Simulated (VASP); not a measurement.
# P in VASP: further runs

Runs on P. Level: PBE+D3(BJ). Tasks: single point.

All numbers are computed with VASP 6.6.1; they aren't measurements. Logs are shortened: lines on timing, memory, paths and dates and some standing lists are left out, and cuts for length are marked.

### 1 The cell of the first run

The cell holds a sheet with vacuum, 4 atoms: a = 3.257 Å, b = 3.257 Å, c = 34.638 Å, α = 90.00°, β = 90.00°, γ = 120.00°.

### 2 Single point, PBE+D3(BJ)

INCAR reads:

```
SYSTEM = P
PREC     = Accurate       ! precision mode
ENCUT    = 520            ! plane-wave cutoff, eV
EDIFF    = 1E-7           ! SCF threshold, eV
ISMEAR   = 0              ! smearing method
SIGMA    = 0.01           ! smearing width, eV
LREAL    = .FALSE.        ! projectors in reciprocal space
LASPH    = .TRUE.         ! aspherical terms in the spheres
NELM     = 80             ! most SCF steps
ALGO     = Normal         ! electronic algorithm
ISIF     = 2              ! what is computed and relaxed
LWAVE    = .FALSE.        ! write WAVECAR
LCHARG   = .FALSE.        ! write CHGCAR
LDIPOL   = .TRUE.       
IDIPOL   = 3            
DIPOL    = 0.5 0.5 0.289
GGA      = PE             ! functional
IVDW     = 12             ! dispersion correction
NBANDS   = 18             ! bands
```

KPOINTS reads:

```
regular mesh
0
G
  12 12 1
  0 0 0
```

POSCAR reads:

```
P
1.0
    3.2568236342      0.0000000000      0.0000000000
   -1.6284118171      2.8204920029      0.0000000000
    0.0000000000      0.0000000000     34.6378032000
P
4
Direct
    0.6666666667      0.3333333333      0.2405960193
    0.3333333333      0.6666666667      0.2047083685
    0.0000000000      0.0000000000      0.3368078040
    0.3333333333      0.6666666667      0.3726954549
```

Potentials or basis: VASP PAW PBE potentials, release 64 (P).

Run with:

```
> cat potpaw_PBE.64/P/POTCAR > POTCAR
> mpirun -np 1 vasp_std > vasp.out
```

OUTCAR:

```text
SYSTEM = P
   PREC = Accurate
   ENCUT = 520
   EDIFF = 1E-7
   ISMEAR = 0
   LREAL = .FALSE.
   LASPH = .TRUE.
   NELM = 80
   ISIF = 2
   GGA = PE
   IVDW = 12
 IVDW          = 12

 ion  position               nearest neighbor table
   1  0.667  0.333  0.241-   2 2.25   2 2.25   2 2.25
   2  0.333  0.667  0.205-   1 2.25   1 2.25   1 2.25
   3  0.000  0.000  0.337-   4 2.25   4 2.25   4 2.25
   4  0.333  0.667  0.373-   3 2.25   3 2.25   3 2.25

  LATTYP: Found a hexagonal cell.
 ALAT       =     3.2568236342
 C/A-ratio  =    10.6354556127

  Lattice vectors:

 A1 = (   3.2568236342,   0.0000000000,   0.0000000000)
 A2 = (  -1.6284118171,   2.8204920029,   0.0000000000)
 A3 = (   0.0000000000,   0.0000000000,  34.6378032000)

Analysis of symmetry for initial positions (statically):
=====================================================================
 Subroutine PRICEL returns:
 Original cell was already a primitive cell.

 Routine SETGRP: Setting up the symmetry group for a
 hexagonal supercell.

 Subroutine GETGRP returns: Found 12 space group operations
 (whereof  6 operations were pure point group operations)
 out of a pool of 24 trial point group operations.

The static configuration has the point symmetry C_3v.
 The point group associated with its full space group is D_3d.

Analysis of symmetry for dynamics (positions and initial velocities):
=====================================================================
 Subroutine PRICEL returns:
 Original cell was already a primitive cell.

 Routine SETGRP: Setting up the symmetry group for a
 hexagonal supercell.

 Subroutine GETGRP returns: Found 12 space group operations
 (whereof  6 operations were pure point group operations)
 out of a pool of 24 trial point group operations.

The dynamic configuration has the point symmetry C_3v.
 The point group associated with its full space group is D_3d.

 Subroutine INISYM returns: Found 12 space group operations
 (whereof  6 operations are pure point group operations),
 and found     1 'primitive' translations

----------------------------------------------------------------------------------------

                                     Primitive cell

  volume of cell :     318.1775

  direct lattice vectors                    reciprocal lattice vectors
     3.256823634  0.000000000  0.000000000     0.307047637  0.177274036  0.000000000
    -1.628411817  2.820492003  0.000000000     0.000000000  0.354548071  0.000000000
     0.000000000  0.000000000 34.637803200     0.000000000  0.000000000  0.028870191

  length of vectors
[... 89 lines left out ...]
   TEBEG  =    0.0;   TEEND  =   0.0 temperature during run
   PSTRESS=    0.0 pullay stress
   NELECT =      20.0000    total number of electrons
   NUPDOWN=      -1.0000    fix difference up-down
   EMIN   =  10.00;   EMAX   =-10.00  energy-range for DOS
   EFERMI =   0.00;   METHOD = LEGACY
   ISMEAR =     0;   SIGMA  =   0.01  broadening in eV -4-tet -1-fermi 0-gaus
   EFERMI_NEDOS =   21; number of points for ismear=-14 and -15
   IALGO  =     38    algorithm
   IMIX   =      4    mixing-type and parameters
     AMIX     =   0.40;   BMIX     =  1.00
     AMIX_MAG =   1.60;   BMIX_MAG =  1.00
  volume/ion in A,a.u.               =      79.54       536.79
  Fermi-wavevector in a.u.,A,eV,Ry     =   0.650921  1.230063  5.764765  0.423698
  Thomas-Fermi vector in A             =   1.720355
   LORBIT       =      0    0 simple, 1 ext, 2 COOP (PROOUT), +10 PAW based schemes
   GGA     = PE    functional components
   LHFCALC =     F    Hartree Fock is set to
   AEXX    =    0.0000 exact exchange contribution
   IVDW    =    12    specifies the selected vdW correction
   LEPSILON=     F    determine dielectric tensor
   LRPA    =     F    only Hartree local field effects (RPA)
 non-spin polarized calculation
 Gauss-broadening in eV      SIGMA  =   0.01
  energy-cutoff  :      520.00
  volume of cell :      318.18
 maximum number of plane-waves:      8664
   NGX = 13   NGY = 13   NGZ =129

 dipolmoment           0.000000      0.000000      0.000000 electrons x Angstroem

 number of electron      19.9999995 magnetization

 dipolmoment           0.000000      0.000000     -0.000000 electrons x Angstroem

 Free energy of the ion-electron system (eV)
  ---------------------------------------------------
  ext. energy  EPLUGINS =         0.00000000
  ---------------------------------------------------
  free energy    TOTEN  =       -21.40244883 eV

  energy without entropy =      -21.40244883  energy(sigma->0) =      -21.40244883

 E-fermi :  -2.8407     XC(G=0):  -2.7628

 val. band max:       -2.9104472286   @ k =   0.1667   0.0833   0.0000
 cond. band min:      -1.6588373689   @ k =   0.3333  -0.0000   0.0000
 fundamental gap:      1.2516098597
 Fermi energy:        -2.8406558607

 k-point     1 :       0.0000    0.0000    0.0000
  band No.  band energies     occupation
      1     -17.6870      2.00000
      2     -17.6149      2.00000
      3     -10.3117      2.00000
      4      -9.6260      2.00000
      5      -4.5806      2.00000
      6      -3.4881      2.00000
[... 376 lines left out ...]
      5      -8.8534      2.00000
      6      -8.8534      2.00000
[... 10 lines left out ...]
     17       5.1097      0.00000
     18       5.1097      0.00000

------------------------ aborting loop because EDIFF is reached ----------------------------------------

 vacuum level on the upper side and lower side of the slab       (xc-potential included)        -0.012        -0.012

 Edisp (eV)   -1.06155

 E8    (eV) :    -0.4158

  FORCE on cell =-STRESS in cart. coord.  units (eV):
  Direction    XX          YY          ZZ          XY          YZ          ZX
  --------------------------------------------------------------------------------------
  -------------------------------------------------------------------------------------
  Total      -0.16732    -0.16732    -0.23457     0.00000     0.00000    -0.00000
  in kB      -0.84252    -0.84252    -1.18118     0.00000     0.00000    -0.00000
  external pressure =       -0.96 kB  Pullay stress =        0.00 kB

 VOLUME and BASIS-vectors are now :
 -----------------------------------------------------------------------------
  energy-cutoff  :      520.00
  volume of cell :      318.18
      direct lattice vectors                 reciprocal lattice vectors
     3.256823634  0.000000000  0.000000000     0.307047637  0.177274036  0.000000000
    -1.628411817  2.820492003  0.000000000     0.000000000  0.354548071  0.000000000
     0.000000000  0.000000000 34.637803200     0.000000000  0.000000000  0.028870191

 POSITION                                       TOTAL-FORCE (eV/Angst)
 -----------------------------------------------------------------------------------
      1.62841      0.94016      8.33372         0.000000      0.000000     -0.091835
     -0.00000      1.88033      7.09065         0.000000      0.000000      0.090302
      0.00000      0.00000     11.66628         0.000000      0.000000      0.091835
     -0.00000      1.88033     12.90935        -0.000000      0.000000     -0.090302
 -----------------------------------------------------------------------------------
    total drift:                                0.000000     -0.000000     -0.000002

  FREE ENERGIE OF THE ION-ELECTRON SYSTEM (eV)
  ---------------------------------------------------
  free  energy   TOTEN  =       -22.4639951394 eV

  energy  without entropy=      -22.4639951394  energy(sigma->0) =      -22.46399514

 vacuum level on the upper side and lower side of the slab         2.707         2.706
```

It took 4 min on 1 thread of Intel Xeon 8259CL, shared host; peak memory 0.41 GiB.

Results:

```
Free energy                : -22.4640 eV
Largest force              : 0.092 eV/Å
Band gap on the k mesh     : 1.25 eV (least direct gap 1.81 eV)
Dispersion energy per atom : -0.265 eV
```

Forces on the atoms (eV/Å):
```
P    0.000  0.000 -0.092
P    0.000  0.000  0.090
P    0.000  0.000  0.092
P    0.000  0.000 -0.090
```

Levels at points of the mesh, in eV from the valence-band top:
```tsv
k point	band 6	band 7	band 8	band 9	band 10	band 11	band 12	band 13	band 14	band 15
(0.00, 0.00, 0.00)	-0.58	-0.58	-0.57	-0.57	-0.14	3.41	3.41	3.46	3.50	3.50
(0.50, 0.00, 0.00)	-3.67	-2.80	-2.75	-2.27	-1.62	1.42	1.62	2.38	3.56	4.66
```

### 3 Single point, PBE+D3(BJ)

INCAR reads:

```
PREC = Accurate
ENCUT = 520
EDIFF = 1E-7
ISMEAR = 0
SIGMA = 0.01
LREAL = False
LASPH = True
NELM = 60
ALGO = Normal
ISIF = 2
LWAVE = False
LCHARG = False
LDIPOL = True
IDIPOL = 3
DIPOL = 0.5 0.5 0.289
GGA = PE
IVDW = 12
NBANDS = 18
```

KPOINTS reads:

```
Automatic mesh
0
Gamma
  12 12 1
```

POSCAR is that of step 2.

Potentials or basis: VASP PAW PBE potentials, release 64 (P).

Run with:

```
> cat potpaw_PBE.64/P/POTCAR > POTCAR
> mpirun -np 1 vasp_std > vasp.out
```

OUTCAR:

```text
PREC = Accurate
   ENCUT = 520
   EDIFF = 1E-7
   ISMEAR = 0
   LREAL = False
   LASPH = True
   NELM = 60
   ISIF = 2
   GGA = PE
   IVDW = 12
 IVDW          = 12

 ion  position               nearest neighbor table
   1  0.667  0.333  0.241-   2 2.25   2 2.25   2 2.25
   2  0.333  0.667  0.205-   1 2.25   1 2.25   1 2.25
   3  0.000  0.000  0.337-   4 2.25   4 2.25   4 2.25
   4  0.333  0.667  0.373-   3 2.25   3 2.25   3 2.25

  LATTYP: Found a hexagonal cell.
 ALAT       =     3.2568236342
 C/A-ratio  =    10.6354556127

  Lattice vectors:

 A1 = (   3.2568236342,   0.0000000000,   0.0000000000)
 A2 = (  -1.6284118171,   2.8204920029,   0.0000000000)
 A3 = (   0.0000000000,   0.0000000000,  34.6378032000)

Analysis of symmetry for initial positions (statically):
=====================================================================
 Subroutine PRICEL returns:
 Original cell was already a primitive cell.

 Routine SETGRP: Setting up the symmetry group for a
 hexagonal supercell.

 Subroutine GETGRP returns: Found 12 space group operations
 (whereof  6 operations were pure point group operations)
 out of a pool of 24 trial point group operations.

The static configuration has the point symmetry C_3v.
 The point group associated with its full space group is D_3d.

Analysis of symmetry for dynamics (positions and initial velocities):
=====================================================================
 Subroutine PRICEL returns:
 Original cell was already a primitive cell.

 Routine SETGRP: Setting up the symmetry group for a
 hexagonal supercell.

 Subroutine GETGRP returns: Found 12 space group operations
 (whereof  6 operations were pure point group operations)
 out of a pool of 24 trial point group operations.

The dynamic configuration has the point symmetry C_3v.
 The point group associated with its full space group is D_3d.

 Subroutine INISYM returns: Found 12 space group operations
 (whereof  6 operations are pure point group operations),
 and found     1 'primitive' translations

----------------------------------------------------------------------------------------

                                     Primitive cell
[... 120 lines left out ...]
 non-spin polarized calculation
 Gauss-broadening in eV      SIGMA  =   0.01
  energy-cutoff  :      520.00
  volume of cell :      318.18
 maximum number of plane-waves:      8664
   NGX = 13   NGY = 13   NGZ =129

 dipolmoment           0.000000      0.000000      0.000000 electrons x Angstroem

 number of electron      19.9999995 magnetization

 dipolmoment           0.000000      0.000000     -0.000000 electrons x Angstroem

 Free energy of the ion-electron system (eV)
  ---------------------------------------------------
  ext. energy  EPLUGINS =         0.00000000
  ---------------------------------------------------
  free energy    TOTEN  =       -21.40244883 eV

  energy without entropy =      -21.40244883  energy(sigma->0) =      -21.40244883

 E-fermi :  -2.8407     XC(G=0):  -2.7628

 val. band max:       -2.9104472286   @ k =   0.1667   0.0833   0.0000
 cond. band min:      -1.6588373689   @ k =   0.3333  -0.0000   0.0000
 fundamental gap:      1.2516098597
 Fermi energy:        -2.8406558607

 k-point     1 :       0.0000    0.0000    0.0000
  band No.  band energies     occupation
      1     -17.6870      2.00000
      2     -17.6149      2.00000
      3     -10.3117      2.00000
      4      -9.6260      2.00000
      5      -4.5806      2.00000
      6      -3.4881      2.00000
[... 376 lines left out ...]
      5      -8.8534      2.00000
      6      -8.8534      2.00000
[... 10 lines left out ...]
     17       5.1097      0.00000
     18       5.1097      0.00000

------------------------ aborting loop because EDIFF is reached ----------------------------------------

 vacuum level on the upper side and lower side of the slab       (xc-potential included)        -0.012        -0.012

 Edisp (eV)   -1.06155

 E8    (eV) :    -0.4158

  FORCE on cell =-STRESS in cart. coord.  units (eV):
  Direction    XX          YY          ZZ          XY          YZ          ZX
  --------------------------------------------------------------------------------------
  -------------------------------------------------------------------------------------
  Total      -0.16732    -0.16732    -0.23457     0.00000     0.00000    -0.00000
  in kB      -0.84252    -0.84252    -1.18118     0.00000     0.00000    -0.00000
  external pressure =       -0.96 kB  Pullay stress =        0.00 kB

 VOLUME and BASIS-vectors are now :
 -----------------------------------------------------------------------------
  energy-cutoff  :      520.00
  volume of cell :      318.18
      direct lattice vectors                 reciprocal lattice vectors
     3.256823634  0.000000000  0.000000000     0.307047637  0.177274036  0.000000000
    -1.628411817  2.820492003  0.000000000     0.000000000  0.354548071  0.000000000
     0.000000000  0.000000000 34.637803200     0.000000000  0.000000000  0.028870191

 POSITION                                       TOTAL-FORCE (eV/Angst)
 -----------------------------------------------------------------------------------
      1.62841      0.94016      8.33372         0.000000      0.000000     -0.091835
     -0.00000      1.88033      7.09065         0.000000      0.000000      0.090302
      0.00000      0.00000     11.66628         0.000000      0.000000      0.091835
     -0.00000      1.88033     12.90935        -0.000000      0.000000     -0.090302
 -----------------------------------------------------------------------------------
    total drift:                                0.000000     -0.000000     -0.000002

  FREE ENERGIE OF THE ION-ELECTRON SYSTEM (eV)
  ---------------------------------------------------
  free  energy   TOTEN  =       -22.4639951394 eV

  energy  without entropy=      -22.4639951394  energy(sigma->0) =      -22.46399514

 vacuum level on the upper side and lower side of the slab         2.707         2.706
```

It took 3.6 min on 1 thread of Intel Xeon 8259CL, shared host; peak memory 0.41 GiB.

Results:

```yaml
Free_energy: -22.4640 eV
Largest_force: 0.092 eV/Å
Band_gap_on_the_k_mesh: 1.25 eV (least direct gap 1.81 eV)
Dispersion_energy_per_atom: -0.265 eV
```

Forces in eV/Å, atoms in the order of the input:
```
P    0.000  0.000 -0.092
P    0.000  0.000  0.090
P    0.000  0.000  0.092
P    0.000  0.000 -0.090
```
